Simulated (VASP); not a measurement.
Wanted: the native input for a VASP 6.6.1 run.

| Quantity | Value |
| --- | --- |
| Task | single point |
| Functional | PBEsol |
| Potentials or basis | VASP PAW PBE potentials, release 64 (Co, O) |
| Cutoff | 520 eV |
| k mesh | 10 × 10 × 1 |
| Occupations | gaussian, width 0.1 eV |
| Spin | collinear spin, ferromagnetic start |
| Starting moments | [2.56, 2.74, 2.67, 2.6, 0.32, 0.4, 0.41, 0.36, 2.0] μB |
| Dipole correction | yes |
| Further INCAR settings | ALGO = Normal; EDIFF = 1e-06; NBANDS = 47 |

The structure of Co4O5 lies in POSCAR:

```
Co4O5
1.0
    2.9464519461      0.0000000000      0.0000000000
    0.0000000000      2.9464519461      0.0000000000
    0.0000000000      0.0000000000     25.2503684546
Co O
4 5
Direct
    0.5000000000      0.5000000000      0.3366287512
    0.0000000000      0.0000000000      0.4191406621
    0.5000000000      0.5000000000      0.5109491782
    0.0000000000      0.0000000000      0.5819236396
    0.0000000000      0.0000000000      0.3366287512
    0.5000000000      0.5000000000      0.4191406621
    0.0000000000      0.0000000000      0.5013158959
    0.5000000000      0.5000000000      0.5909722610
    0.5000000000      0.5000000000      0.6477126707
```

These files were run (other wordings do the same):

INCAR

```
PREC = Accurate
ENCUT = 520
EDIFF = 1E-6
ISMEAR = 0
SIGMA = 0.1
LREAL = F
LASPH = T
NELM = 150
ALGO = Normal
ISIF = 2
LWAVE = F
LCHARG = F
ISPIN = 2
MAGMOM = 2.56 2.74 2.67 2.6 0.32 0.4 0.41 0.36 2
LORBIT = 11
LMAXMIX = 4
LDIPOL = T
IDIPOL = 3
DIPOL = 0.5 0.5 0.483
GGA = PS
NBANDS = 47
```

KPOINTS

```
regular mesh
0
Gamma
  10 10 1
```

Potentials or basis: VASP PAW PBE potentials, release 64 (Co, O).

The run is started by

```console
$ cat potpaw_PBE.64/Co/POTCAR potpaw_PBE.64/O/POTCAR > POTCAR
$ mpirun -np 1 vasp_std > vasp.out
```

Results of the run:

```json
{"Largest force": "1.434 eV/Å", "Net moment": "10.78 μB per cell", "Site moments": "Co +2.42, +2.44, +2.38, +2.13; O +0.26, +0.32, +0.29, +0.16, +0.14 μB", "Valence electrons inside the program's atomic spheres": "Co 7.82, 7.90, 7.94; O 4.93, 4.96, 4.97, 4.95, 4.78"}
```

Caveat: the PAW data sets were made with another functional, which shifts forces and pressure a little.

Wall time 16 min on 1 thread of AMD EPYC 9R45 96-Core Processor (Zen 5) (shared host), peak memory 0.54 GiB.
